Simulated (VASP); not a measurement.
# AlNi in VASP: a series of runs

AlNi is run at these levels: PBE; tasks: electric field gradients.

All numbers are computed with VASP 6.6.1; they aren't measurements. Logs are shortened: lines on timing, memory, paths and dates and some standing lists are left out, and cuts for length are marked.

### 1 The cell of the first run

Symmetry: R-3m, No. 166, trigonal system. The conventional cell has a = 4.034 Å, b = 4.034 Å, c = 5.090 Å, α = 90.00°, β = 90.00°, γ = 120.00°. Al (site symmetry -3m) has 8 Ni at 2.48 to 2.54 Å and 6 Al at 2.88 Å within 3.3 Å. Within 3.3 Å of Ni (site symmetry -3m) lie 8 Al at 2.48 to 2.54 Å and 6 Ni at 2.88 Å.

### 2 Electric field gradients, PBE, collinear spin, ferromagnetic start (equal xy, yz and zx shear strains of +2 %)

INCAR reads:

```
SYSTEM = AlNi
  PREC = Accurate
  ENCUT = 520
  EDIFF = 1E-8
  ISMEAR = -1
  SIGMA = 0.05
  LREAL = .FALSE.
  LASPH = .TRUE.
  NELM = 150
  ALGO = Normal
  ISIF = 2
  LWAVE = .FALSE.
  LCHARG = .FALSE.
  ISPIN = 2
  MAGMOM = 0 1.5
  LORBIT = 11
  LMAXMIX = 4
  GGA = PE
  LEFG = .TRUE.
  NBANDS = 18
```

KPOINTS reads:

```
regular mesh
0
G
  13 13 13
  0 0 0
```

POSCAR reads:

```
AlNi
1.0
    2.8810000000      0.0288100000      0.0288100000
    0.0288100000      2.8810000000      0.0288100000
    0.0288100000      0.0288100000      2.8810000000
Al Ni
1 1
Direct
    0.0000000000      0.0000000000      0.0000000000
    0.5000000000      0.5000000000      0.5000000000
```

Potentials or basis: VASP PAW PBE potentials, release 64 (Al, Ni).

On the command line:

```bash
$ cat potpaw_PBE.64/Al/POTCAR potpaw_PBE.64/Ni/POTCAR > POTCAR
$ mpirun -np 1 vasp_std > vasp.out
```

OUTCAR:

```text
SYSTEM = AlNi
   PREC = Accurate
   ENCUT = 520
   EDIFF = 1E-8
   ISMEAR = -1
   LREAL = .FALSE.
   LASPH = .TRUE.
   NELM = 150
   ISIF = 2
   ISPIN = 2
   LORBIT = 11
   GGA = PE

 ion  position               nearest neighbor table
   1  0.000  0.000  0.000-   2 2.48   2 2.48   2 2.48   2 2.48   2 2.48   2 2.48   2 2.54   2 2.54

   2  0.500  0.500  0.500-   1 2.48   1 2.48   1 2.48   1 2.48   1 2.48   1 2.48   1 2.54   1 2.54

  LATTYP: Found a trigonal (rhomboedric) cell.
 ALAT       =     2.8812880856
 COS(alpha) =     0.0200959808

  Lattice vectors:

 A1 = (   2.8810000000,   0.0288100000,   0.0288100000)
 A2 = (   0.0288100000,   2.8810000000,   0.0288100000)
 A3 = (   0.0288100000,   0.0288100000,   2.8810000000)

Analysis of symmetry for initial positions (statically):
=====================================================================
 Subroutine PRICEL returns:
 Original cell was already a primitive cell.

 Routine SETGRP: Setting up the symmetry group for a
 trigonal (rhombohedral) supercell.

 Subroutine GETGRP returns: Found 12 space group operations
 (whereof 12 operations were pure point group operations)
 out of a pool of 12 trial point group operations.

The static configuration has the point symmetry D_3d.

Analysis of symmetry for dynamics (positions and initial velocities):
=====================================================================
 Subroutine PRICEL returns:
 Original cell was already a primitive cell.

 Routine SETGRP: Setting up the symmetry group for a
 trigonal (rhombohedral) supercell.

 Subroutine GETGRP returns: Found 12 space group operations
 (whereof 12 operations were pure point group operations)
 out of a pool of 12 trial point group operations.

The dynamic configuration has the point symmetry D_3d.

Analysis of structural, dynamic, and magnetic symmetry:
=====================================================================
 Subroutine PRICEL returns:
 Original cell was already a primitive cell.

 Routine SETGRP: Setting up the symmetry group for a
 trigonal (rhombohedral) supercell.

 Subroutine GETGRP returns: Found 12 space group operations
 (whereof 12 operations were pure point group operations)
 out of a pool of 12 trial point group operations.

The overall configuration has the point symmetry D_3d.

 Subroutine INISYM returns: Found 12 space group operations
 (whereof 12 operations are pure point group operations),
 and found     1 'primitive' translations

----------------------------------------------------------------------------------------

                                     Primitive cell

  volume of cell :      23.9056

  direct lattice vectors                    reciprocal lattice vectors
     2.881000000  0.028810000  0.028810000     0.347170447 -0.003437331 -0.003437331
     0.028810000  2.881000000  0.028810000    -0.003437331  0.347170447 -0.003437331
     0.028810000  0.028810000  2.881000000    -0.003437331 -0.003437331  0.347170447

  length of vectors
     2.881288086  2.881288086  2.881288086     0.347204479  0.347204479  0.347204479

  position of ions in fractional coordinates (direct lattice)
     0.000000000  0.000000000  0.000000000
     0.500000000  0.500000000  0.500000000

  ion indices of the primitive-cell ions
   primitive index   ion index
                 1           1
                 2           2

----------------------------------------------------------------------------------------

 KPOINTS: regular mesh

Automatic generation of k-mesh.
 Grid dimensions read from file:
 generate k-points for:   13   13   13

 Generating k-lattice:

  Cartesian coordinates                     Fractional coordinates (reciprocal lattice)
     0.026705419 -0.000264410 -0.000264410     0.076923077 -0.000000000  0.000000000
    -0.000264410  0.026705419 -0.000264410    -0.000000000  0.076923077  0.000000000
    -0.000264410 -0.000264410  0.026705419     0.000000000  0.000000000  0.076923077

  Length of vectors
     0.026708037  0.026708037  0.026708037

  Shift w.r.t. Gamma in fractional coordinates (k-lattice)
     0.000000000  0.000000000  0.000000000

 Subroutine IBZKPT returns following result:
 ===========================================

 Found    231 irreducible k-points:

 Following reciprocal coordinates:
            Coordinates               Weight
  0.000000  0.000000  0.000000      1.000000
  0.076923 -0.000000 -0.000000      6.000000
  0.153846 -0.000000 -0.000000      6.000000
  0.230769 -0.000000 -0.000000      6.000000
  0.307692 -0.000000 -0.000000      6.000000
  0.384615  0.000000  0.000000      6.000000
[... 16 lines left out ...]
  0.384615  0.153846 -0.000000     12.000000
  0.461538  0.153846 -0.000000     12.000000
 [... further k-points ...]
   k-points           NKPTS =    231   k-points in BZ     NKDIM =    231   number of bands    NBANDS=     18
   number of dos      NEDOS =    301   number of ions     NIONS =      2
   total plane-waves  NPLWV =  13824
   dimension x,y,z NGX =    24 NGY =   24 NGZ =   24
   dimension x,y,z NGXF=    48 NGYF=   48 NGZF=   48
   ions per type =               1   1
   NGX,Y,Z   is equivalent  to a cutoff of  13.85, 13.85, 13.85 a.u.
   NGXF,Y,Z  is equivalent  to a cutoff of  27.70, 27.70, 27.70 a.u.
 SYSTEM =  AlNi
   PREC   = accura    normal or accurate (medium, high low for compatibility)
   ISTART =      0    job   : 0-new  1-cont  2-samecut
   ICHARG =      2    charge: 1-file 2-atom 10-const
   ISPIN  =      2    spin polarized calculation?
   LNONCOLLINEAR =      F non collinear calculations
   LSORBIT =      F    spin-orbit coupling
   LASPH  =      T    aspherical Exc in radial PAW
   ENCUT  =  520.0 eV  38.22 Ry    6.18 a.u.   5.36  5.36  5.36*2*pi/ulx,y,z
   NELM   =    150;   NELMIN=  2; NELMDL= -5     # of ELM steps
   EDIFF  = 0.1E-07   stopping-criterion for ELM
   LREAL  =      F    real-space projection
   EDIFFG = 0.1E-06   stopping-criterion for IOM
   NSW    =      0    number of steps for IOM
   IBRION =     -1    ionic relax: 0-MD 1-quasi-New 2-CG
   NFREE  =      0    steps in history (QN), initial steepest desc. (CG)
   ISIF   =      2    stress and relaxation
   ISYM   =      2    0-nonsym 1-usesym 2-fastsym
   POTIM  = 0.5000    time-step for ionic-motion
   TEBEG  =    0.0;   TEEND  =   0.0 temperature during run
   PSTRESS=    0.0 pullay stress
   NELECT =      13.0000    total number of electrons
   NUPDOWN=      -1.0000    fix difference up-down
   EMIN   =  10.00;   EMAX   =-10.00  energy-range for DOS
   EFERMI =   0.00;   METHOD = LEGACY
   ISMEAR =    -1;   SIGMA  =   0.05  broadening in eV -4-tet -1-fermi 0-gaus
   EFERMI_NEDOS =   21; number of points for ismear=-14 and -15
   IALGO  =     38    algorithm
   IMIX   =      4    mixing-type and parameters
     AMIX     =   0.40;   BMIX     =  1.00
     AMIX_MAG =   1.60;   BMIX_MAG =  1.00
  volume/ion in A,a.u.               =      11.95        80.66
  Fermi-wavevector in a.u.,A,eV,Ry     =   1.336254  2.525155 24.294236  1.785576
  Thomas-Fermi vector in A             =   2.464895
   LORBIT       =     11    0 simple, 1 ext, 2 COOP (PROOUT), +10 PAW based schemes
   GGA     = PE    functional components
   LHFCALC =     F    Hartree Fock is set to
   AEXX    =    0.0000 exact exchange contribution
   IVDW    =     0    specifies the selected vdW correction
   LEPSILON=     F    determine dielectric tensor
   LRPA    =     F    only Hartree local field effects (RPA)
 spin polarized calculation
  energy-cutoff  :      520.00
  volume of cell :       23.91
 maximum number of plane-waves:       665
 NGX is ok and might be reduce to    24
   NGX = 11   NGY = 11   NGZ = 11

 number of electron      13.0000012 magnetization       0.0004918

 number of electron      13.0000012 magnetization      -0.0000021

 Free energy of the ion-electron system (eV)
  ---------------------------------------------------
  ext. energy  EPLUGINS =         0.00000000
  ---------------------------------------------------
  free energy    TOTEN  =       -10.53247981 eV

  energy without entropy =      -10.52731313  energy(sigma->0) =      -10.52989647

 E-fermi :  10.0162     XC(G=0): -12.0492

 val. band max:       10.0043898892   @ k =   0.4615   0.3077   0.3077
 cond. band min:      10.0226353156   @ k =  -0.3846   0.3077   0.1538
 fundamental gap:      0.0182454264
 Fermi energy:        10.0161650039

 spin component 1

 k-point     1 :       0.0000    0.0000    0.0000
  band No.  band energies     occupation
      1      -1.1099      1.00000
      2       6.8032      1.00000
      3       6.8032      1.00000
      4       8.4606      1.00000
      5       8.4606      1.00000
      6       8.5326      1.00000
[... 10 lines left out ...]
     17      32.9327      0.00000
     18      33.9460      0.00000
[... 463 lines left out ...]
 k-point    24 :       0.4615    0.1538   -0.0000
  band No.  band energies     occupation
      1       2.8981      1.00000
      2       4.1693      1.00000
      3       7.3525      1.00000
      4       7.6802      1.00000
      5       7.8390      1.00000
      6       8.4271      1.00000
[... 10 lines left out ...]
     17      33.0165      0.00000
     18      35.0652      0.00000

 [... further k-points ...]

 spin component 2

 k-point     1 :       0.0000    0.0000    0.0000
  band No.  band energies     occupation
      1      -1.1099      1.00000
      2       6.8032      1.00000
      3       6.8032      1.00000
      4       8.4606      1.00000
      5       8.4606      1.00000
      6       8.5326      1.00000
[... 10 lines left out ...]
     17      32.9327      0.00000
     18      33.9446      0.00000
[... 463 lines left out ...]
 k-point    24 :       0.4615    0.1538   -0.0000
  band No.  band energies     occupation
      1       2.8981      1.00000
      2       4.1693      1.00000
      3       7.3525      1.00000
      4       7.6802      1.00000
      5       7.8390      1.00000
      6       8.4271      1.00000
[... 10 lines left out ...]
     17      33.0166      0.00000
     18      35.0652      0.00000

 [... further k-points ...]

------------------------ aborting loop because EDIFF is reached ----------------------------------------

  FORCE on cell =-STRESS in cart. coord.  units (eV):
  Direction    XX          YY          ZZ          XY          YZ          ZX
  --------------------------------------------------------------------------------------
  -------------------------------------------------------------------------------------
  Total        0.3274283      0.3274283      0.3274283     -0.3575228     -0.3575228     -0.3575228
  in kB       21.9445402     21.9445402     21.9445402    -23.9614999    -23.9614999    -23.9614999
  external PRESSURE =      21.9445402 kB  Pullay stress =       0.0000000 kB

 VOLUME and BASIS-vectors are now :
 -----------------------------------------------------------------------------
  energy-cutoff  :      520.00
  volume of cell :       23.91
      direct lattice vectors                 reciprocal lattice vectors
     2.881000000  0.028810000  0.028810000     0.347170447 -0.003437331 -0.003437331
     0.028810000  2.881000000  0.028810000    -0.003437331  0.347170447 -0.003437331
     0.028810000  0.028810000  2.881000000    -0.003437331 -0.003437331  0.347170447

 POSITION                                       TOTAL-FORCE (eV/Angst)
 -----------------------------------------------------------------------------------
      0.00000      0.00000      0.00000        -0.000000      0.000000      0.000000
      1.46931      1.46931      1.46931         0.000000     -0.000000     -0.000000
 -----------------------------------------------------------------------------------
    total drift:                                0.000000      0.000000     -0.000000

  FREE ENERGIE OF THE ION-ELECTRON SYSTEM (eV)
  ---------------------------------------------------
  free  energy   TOTEN  =       -10.5324798108 eV

  energy  without entropy=      -10.5273131252  energy(sigma->0) =      -10.52989647

 Electric field gradients (V/A^2)
---------------------------------------------------------------------
 ion       V_xx      V_yy      V_zz      V_xy      V_xz      V_yz
---------------------------------------------------------------------
   1       0.000    -0.000     0.000     2.597     2.597     2.597
   2       0.000     0.000     0.000     2.969     2.969     2.969
---------------------------------------------------------------------

 Electric field gradients after diagonalization (V/A^2)
 (convention: |V_zz| > |V_xx| > |V_yy|)
----------------------------------------------------------------------
 ion       V_xx      V_yy      V_zz     asymmetry (V_yy - V_xx)/ V_zz
----------------------------------------------------------------------
   1      -2.597    -2.597     5.193       0.000
   2      -2.969    -2.969     5.939       0.000
----------------------------------------------------------------------

           NMR quadrupolar parameters

 Cq : quadrupolar parameter    Cq=e*Q*V_zz/h
 eta: asymmetry parameters     (V_yy - V_xx)/ V_zz
 Q  : nuclear electric quadrupole moment in mb (millibarn)
----------------------------------------------------------------------
 ion       Cq(MHz)       eta       Q (mb)
----------------------------------------------------------------------
   1       0.013       0.000       1.000
   2       0.014       0.000       1.000
----------------------------------------------------------------------

 total charge

# of ion       s       p       d       tot
------------------------------------------
    1        0.384   0.414   0.000   0.798
    2        0.475   0.516   8.475   9.467
--------------------------------------------------
tot          0.860   0.930   8.475  10.265

 magnetization (x)

# of ion       s       p       d       tot
------------------------------------------
    1        0.000   0.000   0.000   0.000
    2       -0.000   0.000  -0.000  -0.000
--------------------------------------------------
tot          0.000   0.000  -0.000  -0.000
```

It took 62 s on 1 thread of Intel Xeon 6975P-C (Granite Rapids), shared host; peak memory 0.26 GiB.

Results:

| Property | Result |
| --- | --- |
| Free energy | -10.5325 eV |
| Pressure | 2.2 GPa |
| Net moment | 0.00 μB per cell |
| Largest electric field gradient by atom | Al +5.2; Ni +5.9 V/Å² |
| Valence electrons inside the program's atomic spheres | Al 0.80; Ni 9.47 |

Electric field gradients, principal values (V/Å²):
| atom | least | middle | greatest (by size) |
| --- | --- | --- | --- |
| 1 Al | -2.597 | -2.597 | 5.193 |
| 2 Ni | -2.969 | -2.969 | 5.939 |

Caveat: the cell differs from its parent crystal (equal xy, yz and zx shear strains of +2 %); without QUAD_EFG the Cq values of the log hold for a quadrupole moment of 1 mb, not for the nuclei.

(Part 1 of 4 ends here.)
